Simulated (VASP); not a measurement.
# Ti3Al5 (Pmmm) in VASP: a series of runs

Ti3Al5 is run at these levels: PBEsol; tasks: single point.

Program: VASP 6.6.1. These are calculated values, not measurements. Logs are shortened: lines on timing, memory, paths and dates and some standing lists are left out, and cuts for length are marked.

### 1 The cell of the first run

Symmetry: Pmmm, No. 47, orthorhombic system. The conventional cell has a = 3.809 Å, b = 3.915 Å, c = 7.892 Å, α = 90.00°, β = 90.00°, γ = 90.00°. Ti (site symmetry mm2) has 10 Al at 2.66 to 2.86 Å and 2 Ti at 2.82 Å within 3.5 Å. Ti (site symmetry mmm) has 8 Al at 2.73 to 2.74 Å and 4 Ti at 2.82 Å within 3.6 Å. Within 3.6 Å of Al (site symmetry mmm) lie 4 Al at 2.70 Å and 8 Ti at 2.73 to 2.86 Å. Al (site symmetry mmm) has 4 Ti at 2.70 Å and 8 Al at 2.73 to 2.78 Å within 3.6 Å. Within 3.5 Å of Al (site symmetry mmm) lie 4 Ti at 2.66 Å and 8 Al at 2.73 to 2.82 Å. Al (site symmetry mm2) has 6 Al at 2.70 to 2.82 Å and 6 Ti at 2.74 Å within 3.6 Å.

### 2 Single point, PBEsol (14.71 Å³/atom)

Input file INCAR:

```
PREC     = Accurate       # precision mode
ENCUT    = 520            # plane-wave cutoff, eV
EDIFF    = 1E-7           # SCF threshold, eV
ISMEAR   = 0              # smearing method
SIGMA    = 0.1            # smearing width, eV
LREAL    = F              # projectors in reciprocal space
LASPH    = T              # aspherical terms in the spheres
NELM     = 100            # most SCF steps
ALGO     = Fast           # electronic algorithm
ISIF     = 2              # what is computed and relaxed
LWAVE    = F              # write WAVECAR
LCHARG   = F              # write CHGCAR
GGA      = PS             # functional
NBANDS   = 36             # bands
```

Input file KPOINTS:

```
Automatic mesh
0
Gamma
  10 10 6
```

Input file POSCAR:

```
Ti3Al5
1.0
    3.8089360096      0.0000000000      0.0000000000
    0.0000000000      3.9153577140      0.0000000000
    0.0000000000      0.0000000000      7.8917622345
Ti Al
3 5
Direct
    0.0000000000      0.5000000000      0.2641403276
    0.0000000000      0.5000000000      0.7358596724
    0.5000000000      0.5000000000      0.0000000000
    0.0000000000      0.0000000000      0.0000000000
    0.0000000000      0.0000000000      0.5000000000
    0.5000000000      0.5000000000      0.5000000000
    0.5000000000      0.0000000000      0.2432116009
    0.5000000000      0.0000000000      0.7567883991
```

Potentials or basis: VASP PAW PBE potentials, release 64 (Ti_sv, Al).

Started as:

```
> cat potpaw_PBE.64/Ti_sv/POTCAR potpaw_PBE.64/Al/POTCAR > POTCAR
> mpirun -np 1 vasp_std > vasp.out
```

OUTCAR:

```text
PREC = Accurate
   ENCUT = 520
   EDIFF = 1E-7
   ISMEAR = 0
   LREAL = F
   LASPH = T
   NELM = 100
   ISIF = 2
   GGA = PS

 ion  position               nearest neighbor table
   1  0.000  0.500  0.264-   6 2.66   6 2.66   5 2.70   5 2.70   7 2.74   7 2.74   7 2.74   7 2.74
                             3 2.82   3 2.82   4 2.86   4 2.86
   2  0.000  0.500  0.736-   6 2.66   6 2.66   5 2.70   5 2.70   8 2.74   8 2.74   8 2.74   8 2.74
                             3 2.82   3 2.82   4 2.86   4 2.86
   3  0.500  0.500  0.000-   4 2.73   4 2.73   4 2.73   4 2.73   7 2.74   8 2.74   8 2.74   7 2.74
                             1 2.82   2 2.82   1 2.82   2 2.82
   4  0.000  0.000  0.000-   7 2.70   8 2.70   7 2.70   8 2.70   3 2.73   3 2.73   3 2.73   3 2.73
                             1 2.86   1 2.86   2 2.86   2 2.86
   5  0.000  0.000  0.500-   1 2.70   2 2.70   1 2.70   2 2.70   6 2.73   6 2.73   6 2.73   6 2.73
                             8 2.78   7 2.78   8 2.78   7 2.78
   6  0.500  0.500  0.500-   1 2.66   2 2.66   1 2.66   2 2.66   5 2.73   5 2.73   5 2.73   5 2.73
                             8 2.82   7 2.82   7 2.82   8 2.82
   7  0.500  0.000  0.243-   4 2.70   4 2.70   1 2.74   1 2.74   1 2.74   1 2.74   3 2.74   3 2.74
                             5 2.78   5 2.78   6 2.82   6 2.82
   8  0.500  0.000  0.757-   4 2.70   4 2.70   2 2.74   2 2.74   2 2.74   2 2.74   3 2.74   3 2.74
                             5 2.78   5 2.78   6 2.82   6 2.82

  LATTYP: Found a simple orthorhombic cell.
 ALAT       =     3.8089360096
 B/A-ratio  =     1.0279400085
 C/A-ratio  =     2.0719072766

  Lattice vectors:

 A1 = (   3.8089360096,   0.0000000000,   0.0000000000)
 A2 = (   0.0000000000,   3.9153577140,   0.0000000000)
 A3 = (   0.0000000000,   0.0000000000,   7.8917622345)

Analysis of symmetry for initial positions (statically):
=====================================================================
 Subroutine PRICEL returns:
 Original cell was already a primitive cell.

 Routine SETGRP: Setting up the symmetry group for a
 simple orthorhombic supercell.

 Subroutine GETGRP returns: Found  8 space group operations
 (whereof  8 operations were pure point group operations)
 out of a pool of  8 trial point group operations.

The static configuration has the point symmetry D_2h.

Analysis of symmetry for dynamics (positions and initial velocities):
=====================================================================
 Subroutine PRICEL returns:
 Original cell was already a primitive cell.

 Routine SETGRP: Setting up the symmetry group for a
 simple orthorhombic supercell.

 Subroutine GETGRP returns: Found  8 space group operations
 (whereof  8 operations were pure point group operations)
 out of a pool of  8 trial point group operations.

The dynamic configuration has the point symmetry D_2h.

 Subroutine INISYM returns: Found  8 space group operations
 (whereof  8 operations are pure point group operations),
 and found     1 'primitive' translations

----------------------------------------------------------------------------------------

                                     Primitive cell

  volume of cell :     117.6926

  direct lattice vectors                    reciprocal lattice vectors
     3.808936010  0.000000000  0.000000000     0.262540509  0.000000000  0.000000000
     0.000000000  3.915357714  0.000000000     0.000000000  0.255404505  0.000000000
     0.000000000  0.000000000  7.891762234     0.000000000  0.000000000  0.126714411

  length of vectors
     3.808936010  3.915357714  7.891762234     0.262540509  0.255404505  0.126714411

  position of ions in fractional coordinates (direct lattice)
     0.000000000  0.500000000  0.264140328
     0.000000000  0.500000000  0.735859672
     0.500000000  0.500000000  0.000000000
     0.000000000  0.000000000  0.000000000
     0.000000000  0.000000000  0.500000000
     0.500000000  0.500000000  0.500000000
     0.500000000  0.000000000  0.243211601
     0.500000000  0.000000000  0.756788399

  ion indices of the primitive-cell ions
   primitive index   ion index
                 1           1
                 2           2
                 3           3
                 4           4
                 5           5
                 6           6
                 7           7
                 8           8

----------------------------------------------------------------------------------------

 KPOINTS: Automatic mesh

Automatic generation of k-mesh.
 Grid dimensions read from file:
 generate k-points for:   10   10    6

 Generating k-lattice:

  Cartesian coordinates                     Fractional coordinates (reciprocal lattice)
     0.026254051  0.000000000  0.000000000     0.100000000  0.000000000  0.000000000
     0.000000000  0.025540451  0.000000000     0.000000000  0.100000000  0.000000000
     0.000000000  0.000000000  0.021119068     0.000000000  0.000000000  0.166666667

  Length of vectors
     0.026254051  0.025540451  0.021119068

  Shift w.r.t. Gamma in fractional coordinates (k-lattice)
     0.000000000  0.000000000  0.000000000

 Subroutine IBZKPT returns following result:
 ===========================================

 Found    144 irreducible k-points:

 Following reciprocal coordinates:
            Coordinates               Weight
  0.000000  0.000000  0.000000      1.000000
  0.100000  0.000000  0.000000      2.000000
  0.200000  0.000000  0.000000      2.000000
  0.300000  0.000000  0.000000      2.000000
  0.400000  0.000000  0.000000      2.000000
  0.500000  0.000000  0.000000      1.000000
[... 16 lines left out ...]
  0.400000  0.300000  0.000000      4.000000
  0.500000  0.300000  0.000000      2.000000
 [... further k-points ...]
   k-points           NKPTS =    144   k-points in BZ     NKDIM =    144   number of bands    NBANDS=     36
   number of dos      NEDOS =    301   number of ions     NIONS =      8
   total plane-waves  NPLWV =  50400
   dimension x,y,z NGX =    28 NGY =   30 NGZ =   60
   dimension x,y,z NGXF=    56 NGYF=   60 NGZF=  120
   ions per type =               3   5
   NGX,Y,Z   is equivalent  to a cutoff of  12.22, 12.74, 12.64 a.u.
   NGXF,Y,Z  is equivalent  to a cutoff of  24.44, 25.48, 25.28 a.u.
 SYSTEM =  unknown system
   PREC   = accura    normal or accurate (medium, high low for compatibility)
   ISTART =      0    job   : 0-new  1-cont  2-samecut
   ICHARG =      2    charge: 1-file 2-atom 10-const
   ISPIN  =      1    spin polarized calculation?
   LNONCOLLINEAR =      F non collinear calculations
   LSORBIT =      F    spin-orbit coupling
   LASPH  =      T    aspherical Exc in radial PAW
   ENCUT  =  520.0 eV  38.22 Ry    6.18 a.u.   7.08  7.28 14.67*2*pi/ulx,y,z
   NELM   =    100;   NELMIN=  2; NELMDL= -5     # of ELM steps
   EDIFF  = 0.1E-06   stopping-criterion for ELM
   LREAL  =      F    real-space projection
   EDIFFG = 0.1E-05   stopping-criterion for IOM
   NSW    =      0    number of steps for IOM
   IBRION =     -1    ionic relax: 0-MD 1-quasi-New 2-CG
   NFREE  =      0    steps in history (QN), initial steepest desc. (CG)
   ISIF   =      2    stress and relaxation
   ISYM   =      2    0-nonsym 1-usesym 2-fastsym
   POTIM  = 0.5000    time-step for ionic-motion
   TEBEG  =    0.0;   TEEND  =   0.0 temperature during run
   PSTRESS=    0.0 pullay stress
   NELECT =      51.0000    total number of electrons
   NUPDOWN=      -1.0000    fix difference up-down
   EMIN   =  10.00;   EMAX   =-10.00  energy-range for DOS
   EFERMI =   0.00;   METHOD = LEGACY
   ISMEAR =     0;   SIGMA  =   0.10  broadening in eV -4-tet -1-fermi 0-gaus
   EFERMI_NEDOS =   21; number of points for ismear=-14 and -15
   IALGO  =     68    algorithm
   IMIX   =      4    mixing-type and parameters
     AMIX     =   0.40;   BMIX     =  1.00
     AMIX_MAG =   1.60;   BMIX_MAG =  1.00
  volume/ion in A,a.u.               =      14.71        99.28
  Fermi-wavevector in a.u.,A,eV,Ry     =   1.238840  2.341068 20.881192  1.534724
  Thomas-Fermi vector in A             =   2.373348
   LORBIT       =      0    0 simple, 1 ext, 2 COOP (PROOUT), +10 PAW based schemes
   GGA     = PS    functional components
   LHFCALC =     F    Hartree Fock is set to
   AEXX    =    0.0000 exact exchange contribution
   IVDW    =     0    specifies the selected vdW correction
   LEPSILON=     F    determine dielectric tensor
   LRPA    =     F    only Hartree local field effects (RPA)
 non-spin polarized calculation
 RMM-DIIS sequential band-by-band and
 Gauss-broadening in eV      SIGMA  =   0.10
  energy-cutoff  :      520.00
  volume of cell :      117.69
 maximum number of plane-waves:      3202
   NGX = 15   NGY = 15   NGZ = 29

 number of electron      51.0000007 magnetization

 Free energy of the ion-electron system (eV)
  ---------------------------------------------------
  ext. energy  EPLUGINS =         0.00000000
  ---------------------------------------------------
  free energy    TOTEN  =       -48.62930509 eV

  energy without entropy =      -48.60489682  energy(sigma->0) =      -48.61710095

 E-fermi :   9.2647     XC(G=0): -11.3467

 val. band max:        9.2635084836   @ k =   0.1000   0.4000   0.3333
 cond. band min:       9.2674275268   @ k =   0.5000   0.2000   0.3333
 fundamental gap:      0.0039190433
 Fermi energy:         9.2646851986

 k-point     1 :       0.0000    0.0000    0.0000
  band No.  band energies     occupation
      1     -46.9925      2.00000
      2     -46.9812      2.00000
      3     -46.8119      2.00000
      4     -23.4847      2.00000
      5     -23.4703      2.00000
      6     -23.4414      2.00000
[... 28 lines left out ...]
     35      13.1306      0.00000
     36      13.3249      0.00000

 k-point     2 :       0.1000    0.0000    0.0000
  band No.  band energies     occupation
      1     -46.9915      2.00000
      2     -46.9811      2.00000
      3     -46.8127      2.00000
      4     -23.4834      2.00000
      5     -23.4700      2.00000
      6     -23.4437      2.00000
[... 28 lines left out ...]
     35      12.8499      0.00000
     36      13.1151      0.00000

 k-point     3 :       0.2000    0.0000    0.0000
  band No.  band energies     occupation
      1     -46.9887      2.00000
      2     -46.9807      2.00000
      3     -46.8148      2.00000
      4     -23.4799      2.00000
      5     -23.4694      2.00000
      6     -23.4557      2.00000
[... 28 lines left out ...]
     35      12.9644      0.00000
     36      13.2782      0.00000

 k-point     4 :       0.3000    0.0000    0.0000
  band No.  band energies     occupation
      1     -46.9851      2.00000
      2     -46.9803      2.00000
      3     -46.8175      2.00000
      4     -23.4754      2.00000
      5     -23.4753      2.00000
      6     -23.4687      2.00000
[... 28 lines left out ...]
     35      12.8272      0.00000
     36      13.1540      0.00000

 k-point     5 :       0.4000    0.0000    0.0000
  band No.  band energies     occupation
      1     -46.9822      2.00000
      2     -46.9799      2.00000
      3     -46.8198      2.00000
      4     -23.4880      2.00000
      5     -23.4795      2.00000
      6     -23.4714      2.00000
[... 655 lines left out ...]
 k-point    22 :       0.3000    0.3000    0.0000
  band No.  band energies     occupation
      1     -46.9845      2.00000
      2     -46.9797      2.00000
      3     -46.8169      2.00000
      4     -23.4912      2.00000
      5     -23.4831      2.00000
      6     -23.4730      2.00000
[... 28 lines left out ...]
     35      12.0214      0.00000
     36      12.6878      0.00000

 k-point    23 :       0.4000    0.3000    0.0000
  band No.  band energies     occupation
      1     -46.9815      2.00000
      2     -46.9793      2.00000
      3     -46.8192      2.00000
      4     -23.4867      2.00000
      5     -23.4854      2.00000
      6     -23.4823      2.00000
[... 28 lines left out ...]
     35      12.1756      0.00000
     36      12.3729      0.00000

 k-point    24 :       0.5000    0.3000    0.0000
  band No.  band energies     occupation
      1     -46.9804      2.00000
      2     -46.9792      2.00000
      3     -46.8201      2.00000
      4     -23.4895      2.00000
      5     -23.4848      2.00000
      6     -23.4821      2.00000
[... 28 lines left out ...]
     35      12.0533      0.00000
     36      12.2988      0.00000

 [... further k-points ...]

------------------------ aborting loop because EDIFF is reached ----------------------------------------

  FORCE on cell =-STRESS in cart. coord.  units (eV):
  Direction    XX          YY          ZZ          XY          YZ          ZX
  --------------------------------------------------------------------------------------
  -------------------------------------------------------------------------------------
  Total        5.9801126      5.9630183      5.9523573      0.0000000      0.0000000      0.0000000
  in kB       81.4087017     81.1759927     81.0308626      0.0000000      0.0000000      0.0000000
  external PRESSURE =      81.2051857 kB  Pullay stress =       0.0000000 kB

 VOLUME and BASIS-vectors are now :
 -----------------------------------------------------------------------------
  energy-cutoff  :      520.00
  volume of cell :      117.69
      direct lattice vectors                 reciprocal lattice vectors
     3.808936010  0.000000000  0.000000000     0.262540509  0.000000000  0.000000000
     0.000000000  3.915357714  0.000000000     0.000000000  0.255404505  0.000000000
     0.000000000  0.000000000  7.891762234     0.000000000  0.000000000  0.126714411

 POSITION                                       TOTAL-FORCE (eV/Angst)
 -----------------------------------------------------------------------------------
      0.00000      1.95768      2.08453         0.000000      0.000000     -0.007648
      0.00000      1.95768      5.80723         0.000000      0.000000      0.007648
      1.90447      1.95768      0.00000         0.000000      0.000000     -0.000000
      0.00000      0.00000      0.00000         0.000000      0.000000     -0.000000
      0.00000      0.00000      3.94588         0.000000      0.000000     -0.000000
      1.90447      1.95768      3.94588         0.000000      0.000000     -0.000000
      1.90447      0.00000      1.91937         0.000000     -0.000000      0.000532
      1.90447      0.00000      5.97239         0.000000      0.000000     -0.000532
 -----------------------------------------------------------------------------------
    total drift:                               -0.000000      0.000000      0.000000

  FREE ENERGIE OF THE ION-ELECTRON SYSTEM (eV)
  ---------------------------------------------------
  free  energy   TOTEN  =       -48.6293050902 eV

  energy  without entropy=      -48.6048968155  energy(sigma->0) =      -48.61710095
```

Run time: 17 min. Hardware: 1 thread of Intel Xeon 6975P-C (Granite Rapids), shared host; peak memory 0.56 GiB.

What came out:

```yaml
Free_energy: -48.6293 eV
Pressure: 8.1 GPa
Largest_force: 0.008 eV/Å
Band_gap_on_the_k_mesh: zero (an odd number of electrons rules out a gap without spin polarisation)
```

Forces on the atoms (eV/Å):
```
Ti   0.000  0.000 -0.008
Ti   0.000  0.000  0.008
Ti   0.000  0.000  0.000
Al   0.000  0.000  0.000
Al   0.000  0.000  0.000
Al   0.000  0.000  0.000
Al   0.000  0.000  0.001
Al   0.000  0.000 -0.001
```

Caveat: the cell stands under pressure; the PAW data sets were made with another functional, which shifts forces and pressure a little.

### 3 Single point, PBEsol (15.18 Å³/atom)

This run uses another cell than the first one, of 15.18 Å³/atom.

Input file INCAR:

```
PREC = Accurate
ENCUT = 520
EDIFF = 1E-6
ISMEAR = 0
SIGMA = 0.1
LREAL = F
LASPH = T
NELM = 60
ALGO = Fast
ISIF = 2
LWAVE = F
LCHARG = F
GGA = PS
NBANDS = 36
```

KPOINTS is that of step 2.

Input file POSCAR:

```
Ti3Al5
1.0
    3.8474069423      0.0000000000      0.0000000000
    0.0000000000      3.9590639358      0.0000000000
    0.0000000000      0.0000000000      7.9731944528
Ti Al
3 5
Direct
    0.0000000000      0.5000000000      0.2643732126
    0.0000000000      0.5000000000      0.7356267874
    0.5000000000      0.5000000000      0.0000000000
    0.0000000000      0.0000000000      0.0000000000
    0.0000000000      0.0000000000      0.5000000000
    0.5000000000      0.5000000000      0.5000000000
    0.5000000000      0.0000000000      0.2425346075
    0.5000000000      0.0000000000      0.7574653925
```

Potentials or basis: VASP PAW PBE potentials, release 64 (Ti_sv, Al).

Started as:

```
> cat potpaw_PBE.64/Ti_sv/POTCAR potpaw_PBE.64/Al/POTCAR > POTCAR
> mpirun -np 1 vasp_std > vasp.out
```

Wall time 60 min (1 thread of Oxide Virtual Turin-like, shared host); peak memory 0.53 GiB.

The run converged. Its results:

```
Free energy            : -48.7684 eV
Pressure               : 3.8 GPa
Largest force          : 0.006 eV/Å
Band gap on the k mesh : zero (an odd number of electrons rules out a gap without spin polarisation)
```

Forces in eV/Å, atoms in the order of the input:
```
Ti   0.000  0.000 -0.006
Ti   0.000  0.000  0.006
Ti   0.000  0.000  0.000
Al   0.000  0.000  0.000
Al   0.000  0.000  0.000
Al   0.000  0.000  0.000
Al   0.000  0.000 -0.004
Al   0.000  0.000  0.004
```

Levels at points of the mesh, in eV from the Fermi level:
```tsv
k point	band 22	band 23	band 24	band 25	band 26	band 27	band 28	band 29	band 30	band 31
(0.00, 0.00, 0.00)	-1.07	-0.73	-0.57	-0.56	-0.24	0.10	0.73	0.80	0.80	1.27
(0.50, 0.00, 0.00)	-1.48	-1.23	-0.92	-0.51	-0.07	0.78	1.03	1.51	1.58	1.67
(0.00, 0.50, 0.00)	-0.74	-0.48	-0.23	0.08	0.89	1.14	1.19	1.53	1.71	1.73
(0.50, 0.50, 0.00)	-2.22	-1.72	-0.88	-0.79	-0.12	-0.05	1.16	1.27	1.36	1.44
(0.00, 0.00, 0.50)	-0.75	-0.69	-0.60	-0.46	-0.22	0.18	0.63	0.82	0.96	1.02
(0.50, 0.00, 0.50)	-1.35	-1.00	-0.69	-0.65	-0.52	1.01	1.27	1.32	1.51	1.62
(0.00, 0.50, 0.50)	-1.37	-0.81	0.72	0.80	0.89	1.03	1.05	1.18	1.44	1.48
(0.50, 0.50, 0.50)	-2.12	-1.94	-1.61	-1.08	-0.61	-0.21	1.31	1.32	1.44	1.72
```

Caveat: the cell stands under pressure; the PAW data sets were made with another functional, which shifts forces and pressure a little.
